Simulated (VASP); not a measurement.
# Zn3Ga2N (R-3m) in VASP: single point with PBE

Aim: the single point of Zn3Ga2N with PBE.

Program: VASP 6.6.1. These are calculated values, not measurements. Logs are shortened: lines on timing, memory, paths and dates and some standing lists are left out, and cuts for length are marked.

### 1 The cell of the first run

Symmetry: R-3m, No. 166, trigonal system. Conventional cell: a = 5.157 Å, b = 5.157 Å, c = 11.310 Å, α = 90.00°, β = 90.00°, γ = 120.00°. Zn (site symmetry 2/m) has 2 N at 2.40 Å and 4 Zn at 2.58 Å and 6 Ga at 2.75 to 2.96 Å within 3.2 Å. Within 3.6 Å of Ga (site symmetry 3m) lie 9 Zn at 2.75 to 2.96 Å and 4 Ga at 2.91 to 3.10 Å and 3 N at 3.01 Å. Within 3.2 Å of N (site symmetry -3m) lie 6 Zn at 2.40 Å and 6 Ga at 3.01 Å.

### 2 Single point, PBE

INCAR reads:

```
SYSTEM = Zn3Ga2N
PREC     = Accurate       ! precision mode
ENCUT    = 520            ! plane-wave cutoff, eV
EDIFF    = 1E-6           ! SCF threshold, eV
ISMEAR   = 0              ! smearing method
SIGMA    = 0.1            ! smearing width, eV
LREAL    = .FALSE.        ! projectors in reciprocal space
LASPH    = .TRUE.         ! aspherical terms in the spheres
NELM     = 60             ! most SCF steps
ALGO     = Normal         ! electronic algorithm
ISIF     = 2              ! what is computed and relaxed
LWAVE    = .FALSE.        ! write WAVECAR
LCHARG   = .FALSE.        ! write CHGCAR
GGA      = PE             ! functional
NBANDS   = 42             ! bands
```

KPOINTS reads:

```
Automatic mesh
0
G
  6 6 6
  0 0 0
```

POSCAR reads:

```
Zn3Ga2N
1.0
    2.5787400700      1.4888362700      3.7700147200
   -2.5787400700      1.4888362700      3.7700147200
    0.0000000000     -2.9776725400      3.7700147200
Zn Ga N
3 2 1
Direct
    0.5000000000      0.0000000000      0.0000000000
    0.0000000000      0.5000000000      0.0000000000
    0.0000000000      0.0000000000      0.5000000000
    0.3711514800      0.3711514800      0.3711514800
    0.6288485200      0.6288485200      0.6288485200
    0.0000000000      0.0000000000      0.0000000000
```

Potentials or basis: VASP PAW PBE potentials, release 64 (Zn, Ga_d, N).

Launch:

```
cat potpaw_PBE.64/Zn/POTCAR potpaw_PBE.64/Ga_d/POTCAR potpaw_PBE.64/N/POTCAR > POTCAR
mpirun -np 1 vasp_std > vasp.out
```

OUTCAR:

```text
SYSTEM = Zn3Ga2N
   PREC = Accurate
   ENCUT = 520
   EDIFF = 1E-6
   ISMEAR = 0
   LREAL = .FALSE.
   LASPH = .TRUE.
   NELM = 60
   ISIF = 2
   GGA = PE

 ion  position               nearest neighbor table
   1  0.500  0.000  0.000-   6 2.40   6 2.40   3 2.58   3 2.58   2 2.58   2 2.58   4 2.75   5 2.75
                             5 2.96   4 2.96   4 2.96   5 2.96
   2  0.000  0.500  0.000-   6 2.40   6 2.40   3 2.58   3 2.58   1 2.58   1 2.58   4 2.75   5 2.75
                             5 2.96   4 2.96   5 2.96   4 2.96
   3  0.000  0.000  0.500-   6 2.40   6 2.40   2 2.58   1 2.58   2 2.58   1 2.58   4 2.75   5 2.75
                             5 2.96   4 2.96   5 2.96   4 2.96
   4  0.371  0.371  0.371-   3 2.75   2 2.75   1 2.75   5 2.91   1 2.96   2 2.96   2 2.96   1 2.96
                             3 2.96   3 2.96
   5  0.629  0.629  0.629-   3 2.75   2 2.75   1 2.75   4 2.91   1 2.96   2 2.96   1 2.96   2 2.96
                             3 2.96   3 2.96
   6  0.000  0.000  0.000-   3 2.40   3 2.40   1 2.40   2 2.40   2 2.40   1 2.40

  LATTYP: Found a trigonal (rhomboedric) cell.
 ALAT       =     4.8041174815
 COS(alpha) =     0.4237407702

  Lattice vectors:

 A1 = (   2.5787400700,   1.4888362700,   3.7700147200)
 A2 = (  -2.5787400700,   1.4888362700,   3.7700147200)
 A3 = (   0.0000000000,  -2.9776725400,   3.7700147200)

Analysis of symmetry for initial positions (statically):
=====================================================================
 Subroutine PRICEL returns:
 Original cell was already a primitive cell.

 Routine SETGRP: Setting up the symmetry group for a
 trigonal (rhombohedral) supercell.

 Subroutine GETGRP returns: Found 12 space group operations
 (whereof 12 operations were pure point group operations)
 out of a pool of 12 trial point group operations.

The static configuration has the point symmetry D_3d.

Analysis of symmetry for dynamics (positions and initial velocities):
=====================================================================
 Subroutine PRICEL returns:
 Original cell was already a primitive cell.

 Routine SETGRP: Setting up the symmetry group for a
 trigonal (rhombohedral) supercell.

 Subroutine GETGRP returns: Found 12 space group operations
 (whereof 12 operations were pure point group operations)
 out of a pool of 12 trial point group operations.

The dynamic configuration has the point symmetry D_3d.

 Subroutine INISYM returns: Found 12 space group operations
 (whereof 12 operations are pure point group operations),
 and found     1 'primitive' translations

[... 100 lines left out ...]
   ENCUT  =  520.0 eV  38.22 Ry    6.18 a.u.   8.93  8.93  8.93*2*pi/ulx,y,z
   NELM   =     60;   NELMIN=  2; NELMDL= -5     # of ELM steps
   EDIFF  = 0.1E-05   stopping-criterion for ELM
   LREAL  =      F    real-space projection
   EDIFFG = 0.1E-04   stopping-criterion for IOM
   NSW    =      0    number of steps for IOM
   IBRION =     -1    ionic relax: 0-MD 1-quasi-New 2-CG
   NFREE  =      0    steps in history (QN), initial steepest desc. (CG)
   ISIF   =      2    stress and relaxation
   ISYM   =      2    0-nonsym 1-usesym 2-fastsym
   POTIM  = 0.5000    time-step for ionic-motion
   TEBEG  =    0.0;   TEEND  =   0.0 temperature during run
   PSTRESS=    0.0 pullay stress
   NELECT =      67.0000    total number of electrons
   NUPDOWN=      -1.0000    fix difference up-down
   EMIN   =  10.00;   EMAX   =-10.00  energy-range for DOS
   EFERMI =   0.00;   METHOD = LEGACY
   ISMEAR =     0;   SIGMA  =   0.10  broadening in eV -4-tet -1-fermi 0-gaus
   EFERMI_NEDOS =   21; number of points for ismear=-14 and -15
   IALGO  =     38    algorithm
   IMIX   =      4    mixing-type and parameters
     AMIX     =   0.40;   BMIX     =  1.00
     AMIX_MAG =   1.60;   BMIX_MAG =  1.00
  volume/ion in A,a.u.               =      14.47        97.68
  Fermi-wavevector in a.u.,A,eV,Ry     =   1.501471  2.837368 30.673164  2.254414
  Thomas-Fermi vector in A             =   2.612837
   LORBIT       =      0    0 simple, 1 ext, 2 COOP (PROOUT), +10 PAW based schemes
   GGA     = PE    functional components
   LHFCALC =     F    Hartree Fock is set to
   AEXX    =    0.0000 exact exchange contribution
   IVDW    =     0    specifies the selected vdW correction
   LEPSILON=     F    determine dielectric tensor
   LRPA    =     F    only Hartree local field effects (RPA)
 non-spin polarized calculation
 Gauss-broadening in eV      SIGMA  =   0.10
  energy-cutoff  :      520.00
  volume of cell :       86.85
 maximum number of plane-waves:      2372
   NGX = 17   NGY = 17   NGZ = 17

 number of electron      66.9999999 magnetization

 Free energy of the ion-electron system (eV)
  ---------------------------------------------------
  ext. energy  EPLUGINS =         0.00000000
  ---------------------------------------------------
  free energy    TOTEN  =       -14.49636152 eV

  energy without entropy =      -14.48533550  energy(sigma->0) =      -14.49084851

 E-fermi :   4.5829     XC(G=0): -11.6209

 val. band max:        4.5598739089   @ k =   0.5000   0.5000   0.5000
 cond. band min:       4.6111180295   @ k =   0.1667   0.0000  -0.0000
 fundamental gap:      0.0512441206
 Fermi energy:         4.5829125123

 k-point     1 :       0.0000    0.0000    0.0000
  band No.  band energies     occupation
      1     -10.4220      2.00000
      2     -10.3962      2.00000
      3     -10.3962      2.00000
      4     -10.3822      2.00000
      5     -10.3822      2.00000
      6     -10.3026      2.00000
[... 1069 lines left out ...]
     41      10.8546      0.00000
     42      11.3646      0.00000

 [... further k-points ...]
[... 5 lines left out ...]
  --------------------------------------------------------------------------------------
  -------------------------------------------------------------------------------------
  Total        2.3527441      2.3527441     -1.6596408      0.0000000     -0.0000000      0.0000000
  in kB       43.4046718     43.4046716    -30.6179336      0.0000000     -0.0000000      0.0000000
  external PRESSURE =      18.7304699 kB  Pullay stress =       0.0000000 kB

 VOLUME and BASIS-vectors are now :
 -----------------------------------------------------------------------------
  energy-cutoff  :      520.00
  volume of cell :       86.85
      direct lattice vectors                 reciprocal lattice vectors
     2.578740070  1.488836270  3.770014720     0.193893136  0.111944255  0.088416985
    -2.578740070  1.488836270  3.770014720    -0.193893136  0.111944255  0.088416985
     0.000000000 -2.977672540  3.770014720     0.000000000 -0.223888509  0.088416985

 POSITION                                       TOTAL-FORCE (eV/Angst)
 -----------------------------------------------------------------------------------
      1.28937      0.74442      1.88501         0.000000      0.000000     -0.000000
     -1.28937      0.74442      1.88501        -0.000000     -0.000000     -0.000000
      0.00000     -1.48884      1.88501        -0.000000      0.000000     -0.000000
      0.00000      0.00000      4.19774         0.000000      0.000000      0.429097
      0.00000      0.00000      7.11230         0.000000     -0.000000     -0.429097
      0.00000      0.00000      0.00000         0.000000     -0.000000     -0.000000
 -----------------------------------------------------------------------------------
    total drift:                                0.000000      0.000000     -0.000000

  FREE ENERGIE OF THE ION-ELECTRON SYSTEM (eV)
  ---------------------------------------------------
  free  energy   TOTEN  =       -14.4963615181 eV

  energy  without entropy=      -14.4853355002  energy(sigma->0) =      -14.49084851
```

stdout:

```text
POSCAR found type information on POSCAR ZnGaN
 POSCAR found :  3 types and       6 ions
 scaLAPACK will be used
 LDA part: xc-table for (Slater+PW92), standard interpolation
 POSCAR, INCAR and KPOINTS ok, starting setup
 FFT: planning ... GRIDC
 FFT: planning ... GRID_SOFT
 FFT: planning ... GRID
 WAVECAR not read
 entering main loop
```

Wall time 4 min (1 thread of AMD EPYC 7R13, shared host); peak memory 0.23 GiB.

What came out:

| Item | Value |
| --- | --- |
| Free energy | -14.4964 eV |
| Pressure | 1.9 GPa |
| Largest force | 0.429 eV/Å |

Forces in eV/Å, atoms in the order of the input:
```
Zn   0.000  0.000  0.000
Zn   0.000  0.000  0.000
Zn   0.000  0.000  0.000
Ga   0.000  0.000  0.429
Ga   0.000  0.000 -0.429
N    0.000  0.000  0.000
```

Stress tensor (GPa, compression positive):
```
 4.34  0.00  0.00
 0.00  4.34  0.00
 0.00  0.00 -3.06
```
